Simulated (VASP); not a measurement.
A run of VASP 6.6.1 is set up as follows.

Contents of INCAR:

```
PREC = Accurate
ENCUT = 600
EDIFF = 1E-6
ISMEAR = 0
SIGMA = 0.1
LREAL = False
LASPH = True
NELM = 100
ALGO = Normal
ISIF = 3
LWAVE = False
LCHARG = False
GGA = PE
IBRION = 2
NSW = 90
EDIFFG = -0.04
```

File KPOINTS:

```
Automatic mesh
0
Gamma
  6 6 6
```

File POSCAR:

```
HgSe2
1.0
    1.9699931395      1.1373760694      5.9498832309
   -1.9699931395      1.1373760694      5.9498832309
    0.0000000000     -2.2747521388      5.9498832309
Hg Se
1 2
Direct
    0.0000000000      0.0000000000      0.0000000000
    0.7500000000      0.7500000000      0.7500000000
    0.2500000000      0.2500000000      0.2500000000
```

Potentials or basis: VASP PAW PBE potentials, release 64 (Hg, Se).

The run is started by

```sh
$ cat potpaw_PBE.64/Hg/POTCAR potpaw_PBE.64/Se/POTCAR > POTCAR
$ mpirun -np 1 vasp_std > vasp.out
```

Problem. Estimate the relaxed cell.

Solution. a = 5.876 Å, b = 5.876 Å, c = 5.876 Å, α = 39.30°, β = 39.30°, γ = 39.30°.

Problem. Predict the space group after relaxing (to 0.05 Å).

Solution. R-3m (No. 166).

Problem. Predict the band gap on the k mesh.

Solution. Zero (band 12 reaches 3.64 eV, above the bottom of band 13 at 1.75 eV).

The path:
```
step  energy change (eV)  largest force (eV/Å)  pressure (GPa)  volume (Å³)
   1              0.0000                0.7594            1.49        79.99
   2             -0.0425                0.3499           -1.43        82.89
   3             -0.0426                0.3366           -1.55        83.00
   4             -0.0907                0.3555           -1.55        81.41
   5             -0.2417                0.3613           -1.01        76.70
   6             -0.0408                0.9310            6.37        67.46
   7             -0.2787                0.3696            0.04        74.61
   8             -0.2769                0.0616            2.25        70.90
   9             -0.2981                0.2363            0.85        72.93
  10             -0.2986                0.1834            1.10        72.49
  11             -0.2798                0.3562           -0.91        74.08
  12             -0.3042                0.0035            0.34        72.99
  13             -0.3079                0.0287           -0.44        73.87
  14             -0.3081                0.0234           -0.28        73.69
  15             -0.3088                0.0556            0.19        73.06
  16             -0.3089                0.0475            0.06        73.22
  17             -0.3092                0.0263           -0.03        73.22
```

Caveat: spin-orbit coupling is left out, which moves the levels of the heavy elements.
